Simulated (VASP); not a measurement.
The system is CdF2.

```
Cd F
1.0
     0.00000    2.69400    2.69400
     2.69400    0.00000    2.69400
     2.69400    2.69400    0.00000
Cd F
1 2
Direct
  0.00000 0.00000 0.00000
  0.75000 0.75000 0.75000
  0.25000 0.25000 0.25000
```

| Item | Value |
| --- | --- |
| Program | VASP 6.6.1 |
| Task | relaxation of cell and atoms |
| Functional | BLYP |
| Potentials or basis | VASP PAW PBE potentials, release 64 (Cd_sv_GW, F) |
| Cutoff | 600 eV |
| k mesh | 9 × 9 × 9 |
| Occupations | fermi-dirac, width 0.05 eV |
| Spin | no spin polarisation |

At the start: pressure 7.9 GPa; volume 13.03 Å³/atom.

Task: Where does the relaxation end?

Result: Over 3 steps the energy falls by 22.0 meV/atom and the volume is 13.98 Å³/atom (+7.3 %); space group Fm-3m (No. 225, to 0.1 Å) before and after.

Step by step:
```
step  energy change (eV)  largest force (eV/Å)  pressure (GPa)  volume (Å³)
   1              0.0000                0.0000            7.91        39.10
   2             -0.0604                0.0000           -1.99        42.86
   3             -0.0661                0.0000           -0.01        41.94
```

Final structure:
```cif
data_structure
_symmetry_space_group_name_H-M 'P 1'
_symmetry_Int_Tables_number 1
_cell_length_a 3.9000
_cell_length_b 3.9000
_cell_length_c 3.9000
_cell_angle_alpha 60.000
_cell_angle_beta 60.000
_cell_angle_gamma 60.000
_cell_volume 41.94
loop_
_atom_site_label
_atom_site_type_symbol
_atom_site_fract_x
_atom_site_fract_y
_atom_site_fract_z
_atom_site_occupancy
Cd1 Cd 0.00000 0.00000 0.00000 1
F1 F 0.75000 0.75000 0.75000 1
F2 F 0.25000 0.25000 0.25000 1
```

Caveat: the PAW data sets were made with another functional, which shifts forces and pressure a little.
